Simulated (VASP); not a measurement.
Write the native input for VASP 6.6.1 that does the following.

```
Task                   : single point
Functional             : PBE
Potentials or basis    : VASP PAW PBE potentials, release 64 (Si)
Cutoff                 : 520 eV
k mesh                 : 12 × 12 × 6
Occupations            : gaussian, width 0.05 eV
Spin                   : no spin polarisation
Dipole correction      : no
Further INCAR settings : ALGO = Normal; EDIFF = 1e-07; NBANDS = 16
```

The structure of Si lies in POSCAR:

```
Si
1.0
    3.7836882660     -0.1540432882      0.0000000000
   -2.0252495338      3.4705215282      0.0000000000
    0.0000000000      0.0000000000      6.3646810974
Si
4
Direct
    0.3333333333      0.6666666667      0.0629320729
    0.6666666667      0.3333333333      0.5629320729
    0.3333333333      0.6666666667      0.4370679271
    0.6666666667      0.3333333333      0.9370679271
```

This cell differs from its parent crystal: engineering shear strain xy -0.0800, strain +e along x and -e along y -0.0175.

These files were run (other wordings do the same):

INCAR

```
SYSTEM = Si
PREC = Accurate ; ENCUT = 520
EDIFF = 1E-7 ; ISMEAR = 0
SIGMA = 0.05 ; LREAL = .False.
LASPH = .True. ; NELM = 80
ALGO = Normal ; ISIF = 2
LWAVE = .False. ; LCHARG = .False.
GGA = PE ; NBANDS = 16
```

KPOINTS

```
regular mesh
0
Gamma
  12 12 6
  0 0 0
```

Potentials or basis: VASP PAW PBE potentials, release 64 (Si).

Command:

```sh
$ cat potpaw_PBE.64/Si/POTCAR > POTCAR
$ mpirun -np 1 vasp_std > vasp.out
```

It gave:

```yaml
Pressure: 0.5 GPa
Largest_force: 0.783 eV/Å
Band_gap_on_the_k_mesh: zero (bands 8 and 9 overlap by 0.20 eV)
```

Caveat: the cell differs from its parent crystal (engineering shear strain xy -0.0800, strain +e along x and -e along y -0.0175); semilocal functionals underestimate gaps, so a narrow gap can read as zero.

Run time: 2.3 min on 1 thread of Intel(R) Xeon(R) 6975P-C (Granite Rapids), with other jobs on the host, peak memory 0.38 GiB.
